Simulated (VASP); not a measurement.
# MgO (Fm-3m) in VASP: a series of runs

The runs below take MgO through single point, relaxation of cell and atoms, with PBEsol.

All numbers are computed with VASP 6.6.1; they aren't measurements. Logs are shortened: lines on timing, memory, paths and dates and some standing lists are left out, and cuts for length are marked.

**Experimental background.**

From “Electronic structure of alkaline earth and post-transition metal oxides”, 2009, arxiv:0908.1581, for a bulk crystal of MgO: band gap 7.83 eV.

The results are compared with them further down.

## 1. The cell of the first run

It takes space group Fm-3m (No. 225, cubic). Conventional cell: a = 4.215 Å, b = 4.215 Å, c = 4.215 Å, α = 90.00°, β = 90.00°, γ = 90.00°. Within 2.8 Å of Mg (site symmetry m-3m) lie 6 O at 2.11 Å. Within 2.8 Å of O (site symmetry m-3m) lie 6 Mg at 2.11 Å.

## 2. Single point, PBEsol

INCAR reads:

```
  PREC = Accurate
  ENCUT = 600
  EDIFF = 1E-6
  ISMEAR = -1
  SIGMA = 0.02
  LREAL = False
  LASPH = True
  NELM = 120
  ALGO = Normal
  ISIF = 2
  LWAVE = False
  LCHARG = False
  GGA = PS
  NBANDS = 11
  GGA_COMPAT = False
```

KPOINTS reads:

```
Automatic mesh
0
Gamma
  9 9 9
```

POSCAR reads:

```
MgO
1.0
    0.0000000000      2.1074789850      2.1074789850
    2.1074789850      0.0000000000      2.1074789850
    2.1074789850      2.1074789850      0.0000000000
Mg O
1 1
Direct
    0.0000000000      0.0000000000      0.0000000000
    0.5000000000      0.5000000000      0.5000000000
```

Potentials or basis: VASP PAW PBE potentials, release 64 (Mg, O).

Started as:

```bash
$ cat potpaw_PBE.64/Mg/POTCAR potpaw_PBE.64/O/POTCAR > POTCAR
$ mpirun -np 1 vasp_std > vasp.out
```

OUTCAR:

```text
PREC = Accurate
   ENCUT = 600
   EDIFF = 1E-6
   ISMEAR = -1
   LREAL = False
   LASPH = True
   NELM = 120
   ISIF = 2
   GGA = PS

 ion  position               nearest neighbor table
   1  0.000  0.000  0.000-   2 2.11   2 2.11   2 2.11   2 2.11   2 2.11   2 2.11
   2  0.500  0.500  0.500-   1 2.11   1 2.11   1 2.11   1 2.11   1 2.11   1 2.11

  LATTYP: Found a face centered cubic cell.
 ALAT       =     4.2149579700

  Lattice vectors:

 A1 = (   0.0000000000,   2.1074789850,   2.1074789850)
 A2 = (   2.1074789850,   0.0000000000,   2.1074789850)
 A3 = (   2.1074789850,   2.1074789850,   0.0000000000)

Analysis of symmetry for initial positions (statically):
=====================================================================
 Subroutine PRICEL returns:
 Original cell was already a primitive cell.

 Routine SETGRP: Setting up the symmetry group for a
 face centered cubic supercell.

 Subroutine GETGRP returns: Found 48 space group operations
 (whereof 48 operations were pure point group operations)
 out of a pool of 48 trial point group operations.

The static configuration has the point symmetry O_h .

Analysis of symmetry for dynamics (positions and initial velocities):
=====================================================================
 Subroutine PRICEL returns:
 Original cell was already a primitive cell.

 Routine SETGRP: Setting up the symmetry group for a
 face centered cubic supercell.

 Subroutine GETGRP returns: Found 48 space group operations
 (whereof 48 operations were pure point group operations)
 out of a pool of 48 trial point group operations.

The dynamic configuration has the point symmetry O_h .

 Subroutine INISYM returns: Found 48 space group operations
 (whereof 48 operations are pure point group operations),
 and found     1 'primitive' translations

----------------------------------------------------------------------------------------

                                     Primitive cell

  volume of cell :      18.7206

  direct lattice vectors                    reciprocal lattice vectors
     0.000000000  2.107478985  2.107478985    -0.237250290  0.237250290  0.237250290
     2.107478985  0.000000000  2.107478985     0.237250290 -0.237250290  0.237250290
     2.107478985  2.107478985  0.000000000     0.237250290  0.237250290 -0.237250290

  length of vectors
     2.980425363  2.980425363  2.980425363     0.410929556  0.410929556  0.410929556

[... 81 lines left out ...]
   LREAL  =      F    real-space projection
   EDIFFG = 0.1E-04   stopping-criterion for IOM
   NSW    =      0    number of steps for IOM
   IBRION =     -1    ionic relax: 0-MD 1-quasi-New 2-CG
   NFREE  =      0    steps in history (QN), initial steepest desc. (CG)
   ISIF   =      2    stress and relaxation
   ISYM   =      2    0-nonsym 1-usesym 2-fastsym
   POTIM  = 0.5000    time-step for ionic-motion
   TEBEG  =    0.0;   TEEND  =   0.0 temperature during run
   PSTRESS=    0.0 pullay stress
   NELECT =       8.0000    total number of electrons
   NUPDOWN=      -1.0000    fix difference up-down
   EMIN   =  10.00;   EMAX   =-10.00  energy-range for DOS
   EFERMI =   0.00;   METHOD = LEGACY
   ISMEAR =    -1;   SIGMA  =   0.02  broadening in eV -4-tet -1-fermi 0-gaus
   EFERMI_NEDOS =   21; number of points for ismear=-14 and -15
   IALGO  =     38    algorithm
   IMIX   =      4    mixing-type and parameters
     AMIX     =   0.40;   BMIX     =  1.00
     AMIX_MAG =   1.60;   BMIX_MAG =  1.00
  volume/ion in A,a.u.               =       9.36        63.17
  Fermi-wavevector in a.u.,A,eV,Ry     =   1.233100  2.330221 20.688138  1.520535
  Thomas-Fermi vector in A             =   2.367844
   LORBIT       =      0    0 simple, 1 ext, 2 COOP (PROOUT), +10 PAW based schemes
   GGA     = PS    functional components
   LHFCALC =     F    Hartree Fock is set to
   AEXX    =    0.0000 exact exchange contribution
   IVDW    =     0    specifies the selected vdW correction
   LEPSILON=     F    determine dielectric tensor
   LRPA    =     F    only Hartree local field effects (RPA)
 non-spin polarized calculation
  energy-cutoff  :      600.00
  volume of cell :       18.72
 maximum number of plane-waves:       637
   NGX = 11   NGY = 11   NGZ = 11

 number of electron       8.0000005 magnetization

 Free energy of the ion-electron system (eV)
  ---------------------------------------------------
  ext. energy  EPLUGINS =         0.00000000
  ---------------------------------------------------
  free energy    TOTEN  =       -12.51541956 eV

  energy without entropy =      -12.51541956  energy(sigma->0) =      -12.51541956

 E-fermi :   3.4984     XC(G=0): -11.3000

 val. band max:        3.0500426612   @ k =   0.0000   0.0000   0.0000
 cond. band min:       7.6657387701   @ k =   0.0000   0.0000   0.0000
 fundamental gap:      4.6156961088
 Fermi energy:         3.4983861021

 k-point     1 :       0.0000    0.0000    0.0000
  band No.  band energies     occupation
      1     -14.1443      2.00000
      2       3.0500      2.00000
      3       3.0500      2.00000
      4       3.0500      2.00000
      5       7.6657      0.00000
      6      18.6728      0.00000
      7      18.6728      0.00000
      8      18.6728      0.00000
      9      22.5094      0.00000
     10      24.3910      0.00000
     11      24.3910      0.00000
[... 309 lines left out ...]
 k-point    24 :       0.4444    0.4444    0.0000
  band No.  band energies     occupation
      1     -12.6219      2.00000
      2      -1.0150      2.00000
      3       1.7210      2.00000
      4       1.7210      2.00000
      5      12.0728      0.00000
      6      12.8865      0.00000
      7      16.0138      0.00000
      8      21.7694      0.00000
      9      21.7694      0.00000
     10      28.4738      0.00000
     11      29.4207      0.00000

 [... further k-points ...]
[... 5 lines left out ...]
  --------------------------------------------------------------------------------------
  -------------------------------------------------------------------------------------
  Total       -0.0954388     -0.0954388     -0.0954388      0.0000000      0.0000000     -0.0000000
  in kB       -8.1680033     -8.1680033     -8.1680033      0.0000000      0.0000000     -0.0000000
  external PRESSURE =      -8.1680033 kB  Pullay stress =       0.0000000 kB

 VOLUME and BASIS-vectors are now :
 -----------------------------------------------------------------------------
  energy-cutoff  :      600.00
  volume of cell :       18.72
      direct lattice vectors                 reciprocal lattice vectors
     0.000000000  2.107478985  2.107478985    -0.237250290  0.237250290  0.237250290
     2.107478985  0.000000000  2.107478985     0.237250290 -0.237250290  0.237250290
     2.107478985  2.107478985  0.000000000     0.237250290  0.237250290 -0.237250290

 POSITION                                       TOTAL-FORCE (eV/Angst)
 -----------------------------------------------------------------------------------
      0.00000      0.00000      0.00000        -0.000000     -0.000000      0.000000
      2.10748      2.10748      2.10748         0.000000      0.000000      0.000000
 -----------------------------------------------------------------------------------
    total drift:                               -0.000000     -0.000000      0.000000

  FREE ENERGIE OF THE ION-ELECTRON SYSTEM (eV)
  ---------------------------------------------------
  free  energy   TOTEN  =       -12.5154195622 eV

  energy  without entropy=      -12.5154195622  energy(sigma->0) =      -12.51541956
```

stdout:

```text
POSCAR found type information on POSCAR MgO
 POSCAR found :  2 types and       2 ions
 scaLAPACK will be used
 -----------------------------------------------------------------------------
|                                                                             |
|                                                                             |
|     You enforced a specific xc type in the INCAR file but a different       |
|     I HOPE YOU KNOW WHAT YOU ARE DOING!                                     |
|                                                                             |
 -----------------------------------------------------------------------------

 LDA part: xc-table for (Slater+PW92), standard interpolation
 POSCAR, INCAR and KPOINTS ok, starting setup
 FFT: planning ... GRIDC
 FFT: planning ... GRID_SOFT
 FFT: planning ... GRID
 WAVECAR not read
 entering main loop
```

Wall time 6.2 s (1 thread of Intel Xeon 6975P-C (Granite Rapids), shared host); peak memory 0.14 GiB.

What came out:

| Property | Result |
| --- | --- |
| Free energy | -12.5154 eV |
| Pressure | -0.8 GPa |
| Band gap on the k mesh | 4.62 eV |

Levels at points of the mesh, in eV from the valence-band top:
```tsv
k point	band 1	band 2	band 3	band 4	band 5	band 6	band 7	band 8
(0.00, 0.00, 0.00)	-17.19	0.00	0.00	0.00	4.62	15.62	15.62	15.62
```

Caveat: the PAW data sets were made with another functional, which shifts forces and pressure a little.

## 3. Relaxation of cell and atoms, PBEsol

INCAR reads:

```
SYSTEM = MgO
PREC     = Accurate       ! precision mode
ENCUT    = 600            ! plane-wave cutoff, eV
EDIFF    = 1E-7           ! SCF threshold, eV
ISMEAR   = -1             ! smearing method
SIGMA    = 0.02           ! smearing width, eV
LREAL    = .False.        ! projectors in reciprocal space
LASPH    = .True.         ! aspherical terms in the spheres
NELM     = 120            ! most SCF steps
ALGO     = Normal         ! electronic algorithm
ISIF     = 3              ! what is computed and relaxed
LWAVE    = .False.        ! write WAVECAR
LCHARG   = .False.        ! write CHGCAR
GGA      = PS             ! functional
IBRION   = 2              ! ionic algorithm
NSW      = 80             ! ionic steps
EDIFFG   = -0.01          ! ionic threshold
GGA_COMPAT= .False.      
NELMIN   = 4
```

KPOINTS reads:

```
Automatic mesh
0
Gamma
  9 9 9
  0 0 0
```

POSCAR reads:

```
MgO
1.0
    0.0000000000      2.1085000000      2.1085000000
    2.1085000000      0.0000000000      2.1085000000
    2.1085000000      2.1085000000      0.0000000000
Mg O
1 1
Direct
    0.0000000000      0.0000000000      0.0000000000
    0.5000000000      0.5000000000      0.5000000000
```

Potentials or basis: VASP PAW PBE potentials, release 64 (Mg, O).

Started as:

```bash
$ cat potpaw_PBE.64/Mg/POTCAR potpaw_PBE.64/O/POTCAR > POTCAR
$ mpirun -np 1 vasp_std > vasp.out
```

It took 12 s on 1 thread of Intel Xeon 6975P-C (Granite Rapids), shared host; peak memory 0.14 GiB.

It converged, with:

* Free energy: -12.5157 eV
* Relaxed volume: 9.31 Å³/atom
* Relaxed cell: a = 2.975 Å, b = 2.975 Å, c = 2.975 Å, α = 60.00°, β = 60.00°, γ = 60.00°
* Space group after relaxing (to 0.1 Å): Fm-3m (No. 225)
* Energy gained by relaxing: 0.2 meV/atom
* Ionic steps: 3
* Pressure after relaxing: 0.0 GPa
* Band gap on the k mesh: 4.67 eV

Step by step:
```
step  energy change (eV)  largest force (eV/Å)  pressure (GPa)  volume (Å³)
   1              0.0000                0.0000           -1.03        18.75
   2             -0.0004                0.0000            0.36        18.58
   3             -0.0004                0.0000            0.00        18.63
```

Final structure:
```cif
data_structure
_symmetry_space_group_name_H-M 'P 1'
_symmetry_Int_Tables_number 1
_cell_length_a 2.9754
_cell_length_b 2.9754
_cell_length_c 2.9754
_cell_angle_alpha 60.000
_cell_angle_beta 60.000
_cell_angle_gamma 60.000
_cell_volume 18.63
loop_
_atom_site_label
_atom_site_type_symbol
_atom_site_fract_x
_atom_site_fract_y
_atom_site_fract_z
_atom_site_occupancy
Mg1 Mg 0.00000 0.00000 0.00000 1
O1 O 0.50000 0.50000 0.50000 1
```

Levels at points of the mesh, in eV from the valence-band top:
```csv
k point,band 1,band 2,band 3,band 4,band 5,band 6,band 7,band 8
"(0.00, 0.00, 0.00)",-17.22,0.00,0.00,0.00,4.67,15.65,15.65,15.65
```

Caveat: the PAW data sets were made with another functional, which shifts forces and pressure a little.

## 4. How close it comes

Step 2. Against the measured gap of MgO, 7.83 eV (quoted in “Electronic structure of alkaline earth and post-transition metal oxides”, 2009, arxiv:0908.1581), the calculated 4.62 eV is off by -3.21 eV. The value is that of PBEsol, without temperature or zero-point motion. Semilocal functionals fall short of measured gaps as a rule.
